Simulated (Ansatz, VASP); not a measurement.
## Two plane-wave programs on NaH

```
Na H
1.0
     3.37675    0.00000    0.00000
    -1.68837    2.92435    0.00000
     0.00000    0.00000   11.48954
Na H
4 4
Direct
  0.66667 0.33333 0.87808
  0.33333 0.66667 0.12192
  0.33333 0.66667 0.37808
  0.66667 0.33333 0.62192
  0.00000 0.00000 0.00000
  0.00000 0.00000 0.50000
  0.66667 0.33333 0.25000
  0.33333 0.66667 0.75000
```

Alike in both runs: task single point; functional PBE; k mesh 6 × 6 × 1; occupations gaussian, width 0.1 eV; no spin polarisation.

```csv
,VASP,Ansatz
version,VASP 6.6.1,Ansatz 0.2.0
potentials or method,"VASP PAW PBE potentials, release 64 (Na_pv, H), cutoff 500 eV","scalar-relativistic, plane waves, PAW"
valence electrons in the cell,32,40
```

Ansatz gave:

* gap on the k mesh at the Fermi level (eV): 3.57
* least direct gap on the mesh (eV): 4.17
* pressure (GPa): 0.1

Problem. Estimate VASP's values.

Solution. gap on the k mesh at the Fermi level (eV): 3.56; least direct gap on the mesh (eV): 4.17; pressure (GPa): 0.0.

With one functional, cell and mesh, what is left measures potentials, basis and numerics. VASP's potentials hold 32 valence electrons a cell and Ansatz's 40, so a difference there can come from the potentials and not from the codes.

The k mesh is coarse, so the values compare programs but aren't converged.
